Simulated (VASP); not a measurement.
# Nb (Im-3m) in VASP: a series of runs

Runs on Nb. Level: PBE. Tasks: single point.

Everything below comes from runs of VASP 6.6.1. Logs are shortened: lines on timing, memory, paths and dates and some standing lists are left out, and cuts for length are marked.

## (1) The cell of the first run

It takes space group Im-3m (No. 229, cubic). Conventional cell: a = 3.336 Å, b = 3.336 Å, c = 3.336 Å, α = 90.00°, β = 90.00°, γ = 90.00°. Within 3.8 Å of Nb (site symmetry m-3m) lie 14 Nb at 2.89 to 3.34 Å.

## (2) Single point, PBE

File INCAR:

```
SYSTEM = Nb
PREC     = Accurate       ! precision mode
ENCUT    = 520            ! plane-wave cutoff, eV
EDIFF    = 1E-7           ! SCF threshold, eV
ISMEAR   = 0              ! smearing method
SIGMA    = 0.05           ! smearing width, eV
LREAL    = .FALSE.        ! projectors in reciprocal space
LASPH    = .TRUE.         ! aspherical terms in the spheres
NELM     = 60             ! most SCF steps
ALGO     = Normal         ! electronic algorithm
ISIF     = 2              ! what is computed and relaxed
LWAVE    = .FALSE.        ! write WAVECAR
LCHARG   = .FALSE.        ! write CHGCAR
GGA      = PE             ! functional
NBANDS   = 12             ! bands
```

File KPOINTS:

```
Automatic mesh
0
G
  6 6 6
  0 0 0
```

File POSCAR:

```
Nb
1.0
   -1.6680600000      1.6680600000      1.6680600000
    1.6680600000     -1.6680600000      1.6680600000
    1.6680600000      1.6680600000     -1.6680600000
Nb
1
Direct
    0.0000000000      0.0000000000      0.0000000000
```

Potentials or basis: VASP PAW PBE potentials, release 64 (Nb_sv).

Command:

```bash
$ cat potpaw_PBE.64/Nb_sv/POTCAR > POTCAR
$ mpirun -np 1 vasp_std > vasp.out
```

OUTCAR:

```text
SYSTEM = Nb
   PREC = Accurate
   ENCUT = 520
   EDIFF = 1E-7
   ISMEAR = 0
   LREAL = .FALSE.
   LASPH = .TRUE.
   NELM = 60
   ISIF = 2
   GGA = PE

 ion  position               nearest neighbor table
   1  0.000  0.000  0.000-

  LATTYP: Found a body centered cubic cell.
 ALAT       =     3.3361200000

  Lattice vectors:

 A1 = (  -1.6680600000,   1.6680600000,   1.6680600000)
 A2 = (   1.6680600000,  -1.6680600000,   1.6680600000)
 A3 = (   1.6680600000,   1.6680600000,  -1.6680600000)

Analysis of symmetry for initial positions (statically):
=====================================================================
 Subroutine PRICEL returns:
 Original cell was already a primitive cell.

 Routine SETGRP: Setting up the symmetry group for a
 body centered cubic supercell.

 Subroutine GETGRP returns: Found 48 space group operations
 (whereof 48 operations were pure point group operations)
 out of a pool of 48 trial point group operations.

The static configuration has the point symmetry O_h .

Analysis of symmetry for dynamics (positions and initial velocities):
=====================================================================
 Subroutine PRICEL returns:
 Original cell was already a primitive cell.

 Routine SETGRP: Setting up the symmetry group for a
 body centered cubic supercell.

 Subroutine GETGRP returns: Found 48 space group operations
 (whereof 48 operations were pure point group operations)
 out of a pool of 48 trial point group operations.

The dynamic configuration has the point symmetry O_h .

 Subroutine INISYM returns: Found 48 space group operations
 (whereof 48 operations are pure point group operations),
 and found     1 'primitive' translations

----------------------------------------------------------------------------------------

                                     Primitive cell

  volume of cell :      18.5650

  direct lattice vectors                    reciprocal lattice vectors
    -1.668060000  1.668060000  1.668060000     0.000000000  0.299749409  0.299749409
     1.668060000 -1.668060000  1.668060000     0.299749409  0.000000000  0.299749409
     1.668060000  1.668060000 -1.668060000     0.299749409  0.299749409  0.000000000

  length of vectors
     2.889164670  2.889164670  2.889164670     0.423909680  0.423909680  0.423909680

  position of ions in fractional coordinates (direct lattice)
     0.000000000  0.000000000  0.000000000

  ion indices of the primitive-cell ions
   primitive index   ion index
                 1           1

----------------------------------------------------------------------------------------

 KPOINTS: Automatic mesh

Automatic generation of k-mesh.
 Grid dimensions read from file:
 generate k-points for:    6    6    6

 Generating k-lattice:

  Cartesian coordinates                     Fractional coordinates (reciprocal lattice)
     0.000000000  0.049958235  0.049958235     0.166666667  0.000000000  0.000000000
     0.049958235  0.000000000  0.049958235     0.000000000  0.166666667  0.000000000
     0.049958235  0.049958235  0.000000000     0.000000000  0.000000000  0.166666667

  Length of vectors
     0.070651613  0.070651613  0.070651613

  Shift w.r.t. Gamma in fractional coordinates (k-lattice)
     0.000000000  0.000000000  0.000000000

 Subroutine IBZKPT returns following result:
 ===========================================

 Found     16 irreducible k-points:

 Following reciprocal coordinates:
            Coordinates               Weight
  0.000000  0.000000  0.000000      1.000000
  0.166667  0.000000  0.000000     12.000000
  0.333333  0.000000  0.000000     12.000000
  0.500000  0.000000  0.000000      6.000000
  0.166667  0.166667  0.000000     24.000000
  0.333333  0.166667  0.000000     48.000000
[... 8 lines left out ...]
  0.500000  0.500000  0.333333     12.000000
  0.500000  0.500000  0.500000      1.000000
   k-points           NKPTS =     16   k-points in BZ     NKDIM =     16   number of bands    NBANDS=     12
   number of dos      NEDOS =    301   number of ions     NIONS =      1
   total plane-waves  NPLWV =  13824
   dimension x,y,z NGX =    24 NGY =   24 NGZ =   24
   dimension x,y,z NGXF=    48 NGYF=   48 NGZF=   48
   ions per type =               1
   NGX,Y,Z   is equivalent  to a cutoff of  13.81, 13.81, 13.81 a.u.
   NGXF,Y,Z  is equivalent  to a cutoff of  27.62, 27.62, 27.62 a.u.
 SYSTEM =  Nb
   PREC   = accura    normal or accurate (medium, high low for compatibility)
   ISTART =      0    job   : 0-new  1-cont  2-samecut
   ICHARG =      2    charge: 1-file 2-atom 10-const
   ISPIN  =      1    spin polarized calculation?
   LNONCOLLINEAR =      F non collinear calculations
   LSORBIT =      F    spin-orbit coupling
   LASPH  =      T    aspherical Exc in radial PAW
   ENCUT  =  520.0 eV  38.22 Ry    6.18 a.u.   5.37  5.37  5.37*2*pi/ulx,y,z
   NELM   =     60;   NELMIN=  2; NELMDL= -5     # of ELM steps
   EDIFF  = 0.1E-06   stopping-criterion for ELM
   LREAL  =      F    real-space projection
   EDIFFG = 0.1E-05   stopping-criterion for IOM
   NSW    =      0    number of steps for IOM
   IBRION =     -1    ionic relax: 0-MD 1-quasi-New 2-CG
   NFREE  =      0    steps in history (QN), initial steepest desc. (CG)
   ISIF   =      2    stress and relaxation
   ISYM   =      2    0-nonsym 1-usesym 2-fastsym
   POTIM  = 0.5000    time-step for ionic-motion
   TEBEG  =    0.0;   TEEND  =   0.0 temperature during run
   PSTRESS=    0.0 pullay stress
   NELECT =      13.0000    total number of electrons
   NUPDOWN=      -1.0000    fix difference up-down
   EMIN   =  10.00;   EMAX   =-10.00  energy-range for DOS
   EFERMI =   0.00;   METHOD = LEGACY
   ISMEAR =     0;   SIGMA  =   0.05  broadening in eV -4-tet -1-fermi 0-gaus
   EFERMI_NEDOS =   21; number of points for ismear=-14 and -15
   IALGO  =     38    algorithm
   IMIX   =      4    mixing-type and parameters
     AMIX     =   0.40;   BMIX     =  1.00
     AMIX_MAG =   1.60;   BMIX_MAG =  1.00
  volume/ion in A,a.u.               =      18.57       125.28
  Fermi-wavevector in a.u.,A,eV,Ry     =   1.453754  2.747197 28.754566  2.113401
  Thomas-Fermi vector in A             =   2.570984
   LORBIT       =      0    0 simple, 1 ext, 2 COOP (PROOUT), +10 PAW based schemes
   GGA     = PE    functional components
   LHFCALC =     F    Hartree Fock is set to
   AEXX    =    0.0000 exact exchange contribution
   IVDW    =     0    specifies the selected vdW correction
   LEPSILON=     F    determine dielectric tensor
   LRPA    =     F    only Hartree local field effects (RPA)
 non-spin polarized calculation
 Gauss-broadening in eV      SIGMA  =   0.05
  energy-cutoff  :      520.00
  volume of cell :       18.57
 maximum number of plane-waves:       531
 NGX is ok and might be reduce to    24
   NGX = 11   NGY = 11   NGZ = 11

 number of electron      12.9999999 magnetization

 Free energy of the ion-electron system (eV)
  ---------------------------------------------------
  ext. energy  EPLUGINS =         0.00000000
  ---------------------------------------------------
  free energy    TOTEN  =       -10.19069292 eV

  energy without entropy =      -10.18944030  energy(sigma->0) =      -10.19006661

 E-fermi :  10.9107     XC(G=0): -12.3296

 val. band max:       10.6997644121   @ k =   0.3333   0.1667   0.1667
 cond. band min:      10.9346157189   @ k =   0.1667   0.0000   0.0000
 fundamental gap:      0.2348513068
 Fermi energy:        10.9107325157

 k-point     1 :       0.0000    0.0000    0.0000
  band No.  band energies     occupation
      1     -43.5449      2.00000
      2     -18.9105      2.00000
      3     -18.9105      2.00000
      4     -18.9105      2.00000
      5       4.8837      2.00000
      6      11.1932      0.00000
      7      11.1932      0.00000
      8      11.1932      0.00000
      9      14.0016      0.00000
     10      14.0016      0.00000
     11      24.8970      0.00000
     12      24.8970      0.00000

 k-point     2 :       0.1667    0.0000    0.0000
  band No.  band energies     occupation
      1     -43.4911      2.00000
      2     -19.2381      2.00000
      3     -19.0114      2.00000
      4     -18.9130      2.00000
      5       5.9008      2.00000
      6      10.6053      2.00000
      7      10.9346      0.49935
      8      12.2248      0.00000
      9      13.4431      0.00000
     10      14.0371      0.00000
     11      25.4367      0.00000
     12      26.5669      0.00000

 k-point     3 :       0.3333    0.0000    0.0000
  band No.  band energies     occupation
      1     -43.3819      2.00000
      2     -19.8569      2.00000
      3     -19.2078      2.00000
      4     -18.9184      2.00000
      5       7.2773      2.00000
      6       9.6454      2.00000
      7      11.1424      0.00000
      8      13.8096      0.00000
      9      14.3530      0.00000
     10      14.9023      0.00000
     11      23.7497      0.00000
     12      24.7481      0.00000
[... 166 lines left out ...]
 k-point    15 :       0.5000    0.5000    0.3333
  band No.  band energies     occupation
      1     -43.2118      2.00000
      2     -19.8620      2.00000
      3     -19.6511      2.00000
      4     -19.5609      2.00000
      5       7.8245      2.00000
      6       8.0812      2.00000
      7      13.2921      0.00000
      8      13.6200      0.00000
      9      16.4095      0.00000
     10      19.2492      0.00000
     11      20.9286      0.00000
     12      22.5327      0.00000

 k-point    16 :       0.5000    0.5000    0.5000
  band No.  band energies     occupation
      1     -43.1731      2.00000
      2     -19.7621      2.00000
      3     -19.7621      2.00000
      4     -19.7621      2.00000
      5       7.2395      2.00000
      6       7.2395      2.00000
      7      16.2358      0.00000
      8      16.2358      0.00000
      9      16.2358      0.00000
     10      19.5989      0.00000
     11      19.5989      0.00000
     12      19.5989      0.00000

------------------------ aborting loop because EDIFF is reached ----------------------------------------

  FORCE on cell =-STRESS in cart. coord.  units (eV):
  Direction    XX          YY          ZZ          XY          YZ          ZX
  --------------------------------------------------------------------------------------
  -------------------------------------------------------------------------------------
  Total       -0.7902941     -0.7902941     -0.7902941      0.0000000      0.0000000     -0.0000000
  in kB      -68.2031369    -68.2031369    -68.2031369      0.0000000      0.0000000     -0.0000000
  external PRESSURE =     -68.2031369 kB  Pullay stress =       0.0000000 kB

 VOLUME and BASIS-vectors are now :
 -----------------------------------------------------------------------------
  energy-cutoff  :      520.00
  volume of cell :       18.57
      direct lattice vectors                 reciprocal lattice vectors
    -1.668060000  1.668060000  1.668060000     0.000000000  0.299749409  0.299749409
     1.668060000 -1.668060000  1.668060000     0.299749409  0.000000000  0.299749409
     1.668060000  1.668060000 -1.668060000     0.299749409  0.299749409  0.000000000

 POSITION                                       TOTAL-FORCE (eV/Angst)
 -----------------------------------------------------------------------------------
      0.00000      0.00000      0.00000         0.000000      0.000000      0.000000
 -----------------------------------------------------------------------------------
    total drift:                               -0.000000      0.000000      0.000000

  FREE ENERGIE OF THE ION-ELECTRON SYSTEM (eV)
  ---------------------------------------------------
  free  energy   TOTEN  =       -10.1906929225 eV

  energy  without entropy=      -10.1894402992  energy(sigma->0) =      -10.19006661
```

Wall time 3.4 s (1 thread of Intel Xeon 6975P-C (Granite Rapids), shared host); peak memory 0.13 GiB.

Results:

* Free energy: -10.1907 eV
* Pressure: -6.8 GPa

Caveat: the k points lie up to 0.44 Å⁻¹ apart.

(Continued in part 2 of 2.)
